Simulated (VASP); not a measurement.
# TiAl3 (I4mm) in VASP: notebook, part 2 of 2

VASP 6.6.1.

**3. Single point, PBE (atoms displaced along a vibrational mode)**

Contents of INCAR:

```
ALGO = Fast ; EDIFF = 1E-6
ENCUT = 520 ; GGA = PE
ISIF = 2 ; ISMEAR = 0
LASPH = True ; LCHARG = False
LREAL = False ; LWAVE = False
NBANDS = 18 ; NELM = 80
PREC = Accurate ; SIGMA = 0.15
```

Contents of KPOINTS:

```
k-points
0
Gamma
  18 18 18
```

Contents of POSCAR:

```
TiAl3
1.0
   -1.9226734293      1.9226734293      4.3114047961
    1.9226734293     -1.9226734293      4.3114047961
    1.9226734293      1.9226734293     -4.3114047961
Ti Al
1 3
Direct
   -0.0056690251     -0.0056690251      0.0000000000
    0.5104374333      0.5104374333      0.0000000000
    0.7498098925      0.2498098925      0.5000000000
    0.2498098925      0.7498098925      0.5000000000
```

Potentials or basis: VASP PAW PBE potentials, release 64 (Ti_sv, Al).

Started as:

```sh
cat potpaw_PBE.64/Ti_sv/POTCAR potpaw_PBE.64/Al/POTCAR > POTCAR
mpirun -np 1 vasp_std > vasp.out
```

OUTCAR:

```text
EDIFF = 1E-6
   ENCUT = 520
   GGA = PE
   ISIF = 2
   ISMEAR = 0
   LASPH = True
   LREAL = False
   NELM = 80
   PREC = Accurate

 ion  position               nearest neighbor table
   1  0.994  0.994  0.000-   2 2.72   2 2.72   2 2.72   2 2.72   4 2.85   3 2.85   3 2.85   4 2.85
                             3 2.92   4 2.92   4 2.92   3 2.92
   2  0.510  0.510  0.000-   1 2.72   1 2.72   1 2.72   1 2.72   4 2.82   3 2.82   4 2.82   3 2.82
                             4 2.96   4 2.96   3 2.96   3 2.96
   3  0.750  0.250  0.500-   4 2.72   4 2.72   4 2.72   4 2.72   2 2.82   2 2.82   1 2.85   1 2.85
                             1 2.92   1 2.92   2 2.96   2 2.96
   4  0.250  0.750  0.500-   3 2.72   3 2.72   3 2.72   3 2.72   2 2.82   2 2.82   1 2.85   1 2.85
                             1 2.92   1 2.92   2 2.96   2 2.96

  LATTYP: Found a body centered tetragonal cell.
 ALAT       =     3.8453468586
 C/A-ratio  =     2.2424009873

  Lattice vectors:

 A1 = (  -1.9226734293,   1.9226734293,   4.3114047961)
 A2 = (   1.9226734293,  -1.9226734293,   4.3114047961)
 A3 = (   1.9226734293,   1.9226734293,  -4.3114047961)

Analysis of symmetry for initial positions (statically):
=====================================================================
 Subroutine PRICEL returns:
 Original cell was already a primitive cell.

 Routine SETGRP: Setting up the symmetry group for a
 body centered tetragonal supercell.

 Subroutine GETGRP returns: Found  8 space group operations
 (whereof  8 operations were pure point group operations)
 out of a pool of 16 trial point group operations.

The static configuration has the point symmetry C_4v.

Analysis of symmetry for dynamics (positions and initial velocities):
=====================================================================
 Subroutine PRICEL returns:
 Original cell was already a primitive cell.

 Routine SETGRP: Setting up the symmetry group for a
 body centered tetragonal supercell.

 Subroutine GETGRP returns: Found  8 space group operations
 (whereof  8 operations were pure point group operations)
 out of a pool of 16 trial point group operations.

The dynamic configuration has the point symmetry C_4v.

 Subroutine INISYM returns: Found  8 space group operations
 (whereof  8 operations are pure point group operations),
 and found     1 'primitive' translations

----------------------------------------------------------------------------------------

                                     Primitive cell

  volume of cell :      63.7514

  direct lattice vectors                    reciprocal lattice vectors
    -1.922673429  1.922673429  4.311404796     0.000000000  0.260054564  0.115971481
     1.922673429 -1.922673429  4.311404796     0.260054564  0.000000000  0.115971481
     1.922673429  1.922673429 -4.311404796     0.260054564  0.260054564  0.000000000

  length of vectors
     5.097210762  5.097210762  5.097210762     0.284741568  0.284741568  0.367772691

  position of ions in fractional coordinates (direct lattice)
     0.994330975  0.994330975  0.000000000
     0.510437433  0.510437433  0.000000000
     0.749809892  0.249809892  0.500000000
     0.249809892  0.749809892  0.500000000
[... 33 lines left out ...]

 Following reciprocal coordinates:
            Coordinates               Weight
  0.000000  0.000000  0.000000      1.000000
  0.055556 -0.000000  0.000000      8.000000
  0.111111 -0.000000  0.000000      8.000000
  0.166667  0.000000  0.000000      8.000000
  0.222222  0.000000 -0.000000      8.000000
  0.277778 -0.000000  0.000000      8.000000
[... 16 lines left out ...]
 -0.277778  0.055556 -0.000000     16.000000
 -0.222222  0.055556  0.000000     16.000000
 [... further k-points ...]
   k-points           NKPTS =    480   k-points in BZ     NKDIM =    480   number of bands    NBANDS=     18
   number of dos      NEDOS =    301   number of ions     NIONS =      4
   total plane-waves  NPLWV =  64000
   dimension x,y,z NGX =    40 NGY =   40 NGZ =   40
   dimension x,y,z NGXF=    80 NGYF=   80 NGZF=   80
   ions per type =               1   3
   NGX,Y,Z   is equivalent  to a cutoff of  13.05, 13.05, 13.05 a.u.
   NGXF,Y,Z  is equivalent  to a cutoff of  26.09, 26.09, 26.09 a.u.
 SYSTEM =  unknown system
   PREC   = accura    normal or accurate (medium, high low for compatibility)
   ISTART =      0    job   : 0-new  1-cont  2-samecut
   ICHARG =      2    charge: 1-file 2-atom 10-const
   ISPIN  =      1    spin polarized calculation?
   LNONCOLLINEAR =      F non collinear calculations
   LSORBIT =      F    spin-orbit coupling
   LASPH  =      T    aspherical Exc in radial PAW
   ENCUT  =  520.0 eV  38.22 Ry    6.18 a.u.   9.48  9.48  9.48*2*pi/ulx,y,z
   NELM   =     80;   NELMIN=  2; NELMDL= -5     # of ELM steps
   EDIFF  = 0.1E-05   stopping-criterion for ELM
   LREAL  =      F    real-space projection
   EDIFFG = 0.1E-04   stopping-criterion for IOM
   NSW    =      0    number of steps for IOM
   IBRION =     -1    ionic relax: 0-MD 1-quasi-New 2-CG
   NFREE  =      0    steps in history (QN), initial steepest desc. (CG)
   ISIF   =      2    stress and relaxation
   ISYM   =      2    0-nonsym 1-usesym 2-fastsym
   POTIM  = 0.5000    time-step for ionic-motion
   TEBEG  =    0.0;   TEEND  =   0.0 temperature during run
   PSTRESS=    0.0 pullay stress
   NELECT =      21.0000    total number of electrons
   NUPDOWN=      -1.0000    fix difference up-down
   EMIN   =  10.00;   EMAX   =-10.00  energy-range for DOS
   EFERMI =   0.00;   METHOD = LEGACY
   ISMEAR =     0;   SIGMA  =   0.15  broadening in eV -4-tet -1-fermi 0-gaus
   EFERMI_NEDOS =   21; number of points for ismear=-14 and -15
   IALGO  =     68    algorithm
   IMIX   =      4    mixing-type and parameters
     AMIX     =   0.40;   BMIX     =  1.00
     AMIX_MAG =   1.60;   BMIX_MAG =  1.00
  volume/ion in A,a.u.               =      15.94       107.55
  Fermi-wavevector in a.u.,A,eV,Ry     =   1.130623  2.136568 17.392455  1.278309
  Thomas-Fermi vector in A             =   2.267320
   LORBIT       =      0    0 simple, 1 ext, 2 COOP (PROOUT), +10 PAW based schemes
   GGA     = PE    functional components
   LHFCALC =     F    Hartree Fock is set to
   AEXX    =    0.0000 exact exchange contribution
   IVDW    =     0    specifies the selected vdW correction
   LEPSILON=     F    determine dielectric tensor
   LRPA    =     F    only Hartree local field effects (RPA)
 non-spin polarized calculation
 RMM-DIIS sequential band-by-band and
 Gauss-broadening in eV      SIGMA  =   0.15
  energy-cutoff  :      520.00
  volume of cell :       63.75
 maximum number of plane-waves:      1752
 NGX is ok and might be reduce to    40
   NGX = 19   NGY = 19   NGZ = 19

 number of electron      21.0000002 magnetization

 Free energy of the ion-electron system (eV)
  ---------------------------------------------------
  ext. energy  EPLUGINS =         0.00000000
  ---------------------------------------------------
  free energy    TOTEN  =       -20.64741648 eV

  energy without entropy =      -20.62774001  energy(sigma->0) =      -20.63757824

 E-fermi :   8.1716     XC(G=0): -10.7166

 val. band max:        8.1705221326   @ k =  -0.2778  -0.2778   0.1111
 cond. band min:       8.1731914367   @ k =  -0.2222   0.2222   0.2222
 fundamental gap:      0.0026693040
 Fermi energy:         8.1716330614

 k-point     1 :       0.0000    0.0000    0.0000
  band No.  band energies     occupation
      1     -48.3364      2.00000
      2     -24.6478      2.00000
      3     -24.6478      2.00000
      4     -24.5715      2.00000
      5      -1.8641      2.00000
      6       5.3029      2.00000
[... 481 lines left out ...]
      5      -1.2726      2.00000
      6       4.3640      2.00000
[... 10 lines left out ...]
     17      12.3543      0.00000
     18      13.5394      0.00000

 [... further k-points ...]

------------------------ aborting loop because EDIFF is reached ----------------------------------------

  FORCE on cell =-STRESS in cart. coord.  units (eV):
  Direction    XX          YY          ZZ          XY          YZ          ZX
  --------------------------------------------------------------------------------------
  -------------------------------------------------------------------------------------
  Total        0.0302851      0.0302851      0.0114987      0.0000000      0.0000000      0.0000000
  in kB        0.7611146      0.7611146      0.2889810      0.0000000      0.0000000      0.0000000
  external PRESSURE =       0.6037367 kB  Pullay stress =       0.0000000 kB

 VOLUME and BASIS-vectors are now :
 -----------------------------------------------------------------------------
  energy-cutoff  :      520.00
  volume of cell :       63.75
      direct lattice vectors                 reciprocal lattice vectors
    -1.922673429  1.922673429  4.311404796     0.000000000  0.260054564  0.115971481
     1.922673429 -1.922673429  4.311404796     0.260054564  0.000000000  0.115971481
     1.922673429  1.922673429 -4.311404796     0.260054564  0.260054564  0.000000000

 POSITION                                       TOTAL-FORCE (eV/Angst)
 -----------------------------------------------------------------------------------
      0.00000      0.00000      8.57393         0.000000      0.000000      0.329906
      0.00000      0.00000      4.40140        -0.000000     -0.000000     -0.345326
      0.00000      1.92267      2.15406         0.000000      0.000000      0.007710
      1.92267      0.00000      2.15406         0.000000      0.000000      0.007710
 -----------------------------------------------------------------------------------
    total drift:                               -0.000000     -0.000000     -0.000215

  FREE ENERGIE OF THE ION-ELECTRON SYSTEM (eV)
  ---------------------------------------------------
  free  energy   TOTEN  =       -20.6474164841 eV

  energy  without entropy=      -20.6277400050  energy(sigma->0) =      -20.63757824
```

OSZICAR:

```text
N       E                     dE             d eps       ncg     rms          rms(c)
DAV:   1     0.121811461390E+03    0.12181E+03   -0.90997E+03 17280   0.108E+03
DAV:   2    -0.135360890862E+02   -0.13535E+03   -0.13153E+03 17502   0.288E+02
DAV:   3    -0.224500980270E+02   -0.89140E+01   -0.87226E+01 27780   0.675E+01
[... 21 lines left out ...]
RMM:  25    -0.206474122125E+02   -0.21385E-05   -0.22613E-05 21470   0.152E-02    0.449E-02
RMM:  26    -0.206474136929E+02   -0.14804E-05   -0.16597E-05 19564   0.128E-02    0.455E-02
RMM:  27    -0.206474148267E+02   -0.11338E-05   -0.13187E-05 18615   0.114E-02    0.457E-02
RMM:  28    -0.206474156888E+02   -0.86215E-06   -0.10490E-05 18799   0.108E-02    0.459E-02
RMM:  29    -0.206474164841E+02   -0.79522E-06   -0.89313E-06 19049   0.104E-02
   1 F= -.20647416E+02 E0= -.20637578E+02  d E =-.196765E-01
```

It took 39 min on 1 thread of AMD EPYC 7R43 (Zen 3), shared host; peak memory 0.62 GiB.

Results:

| Property | Result |
| --- | --- |
| Free energy | -20.6474 eV |
| Pressure | 0.1 GPa |
| Largest force | 0.345 eV/Å |
| Band gap on the k mesh | zero (an odd number of electrons rules out a gap without spin polarisation) |

Forces in eV/Å, atoms in the order of the input:
```
Ti   0.000  0.000  0.330
Al   0.000  0.000 -0.345
Al   0.000  0.000  0.008
Al   0.000  0.000  0.008
```

Caveat: the cell differs from its parent crystal (atoms displaced along a vibrational mode).

**4. Single point, PBE (atoms displaced along a vibrational mode)**

Contents of INCAR:

```
SYSTEM = TiAl3
PREC = Accurate
ENCUT = 520
EDIFF = 1E-6
ISMEAR = 0
SIGMA = 0.15
LREAL = .False.
LASPH = .True.
NELM = 80
ALGO = Fast
ISIF = 2
LWAVE = .False.
LCHARG = .False.
GGA = PE
NBANDS = 18
```

Contents of KPOINTS:

```
Automatic mesh
0
Gamma
  18 18 18
  0 0 0
```

Contents of POSCAR:

```
TiAl3
1.0
   -1.9226734293      1.9226734293      4.3114047961
    1.9226734293     -1.9226734293      4.3114047961
    1.9226734293      1.9226734293     -4.3114047961
Ti Al
1 3
Direct
   -0.0066138626     -0.0066138626      0.0000000000
    0.5121770055      0.5121770055      0.0000000000
    0.7497782079      0.2497782079      0.5000000000
    0.2497782079      0.7497782079      0.5000000000
```

Started as:

```sh
cat potpaw_PBE.64/Ti_sv/POTCAR potpaw_PBE.64/Al/POTCAR > POTCAR
mpirun -np 1 vasp_std > vasp.out
```

It took 14 min on 1 thread of AMD EPYC 9R45 (Zen 5), shared host; peak memory 0.62 GiB.

Results (log left out):

```
Free energy            : -20.6389 eV
Pressure               : 0.2 GPa
Largest force          : 0.404 eV/Å
Band gap on the k mesh : zero (an odd number of electrons rules out a gap without spin polarisation)
```

Forces in eV/Å, atoms in the order of the input:
```
Ti   0.000  0.000  0.385
Al   0.000  0.000 -0.404
Al   0.000  0.000  0.009
Al   0.000  0.000  0.009
```

Levels at points of the mesh, in eV from the Fermi level:
```
           k point  band 7  band 8  band 9  band 10  band 11  band 12  band 13  band 14  band 15  band 16
(0.00, 0.00, 0.00)   -2.59   -1.36   -1.24    -1.24     0.83     1.74     1.74     2.21     2.32     3.69
(0.50, 0.00, 0.00)   -3.56   -2.97   -1.04    -0.25     0.49     1.78     2.04     2.64     3.14     4.39
(0.50, 0.50, 0.00)   -4.39   -3.73   -2.67    -2.20    -0.98     1.75     1.91     2.60     2.87     3.10
(0.50, 0.50, 0.50)   -1.97   -0.94   -0.94    -0.24     0.69     0.69     0.95     3.03     4.56     6.04
```

Caveat: the cell differs from its parent crystal (atoms displaced along a vibrational mode).

**5. Overview**

| cell | gap on the mesh (eV) | pressure (GPa) | largest force (eV/Å) |
| --- | --- | --- | --- |
| as given, atomic positions A | none | 0.2 | 0.46 |
| as given, atomic positions B | none | 0.1 | 0.35 |
| as given, atomic positions C | none | 0.2 | 0.40 |

Alike in all rows: task single point; level PBE; potentials or basis VASP PAW PBE potentials, release 64 (Ti_sv, Al); no spin polarisation; k mesh 18 × 18 × 18; cutoff (eV) 520; smearing gaussian 0.15 eV.

Absolute energies hang on the potentials; compare differences alone.
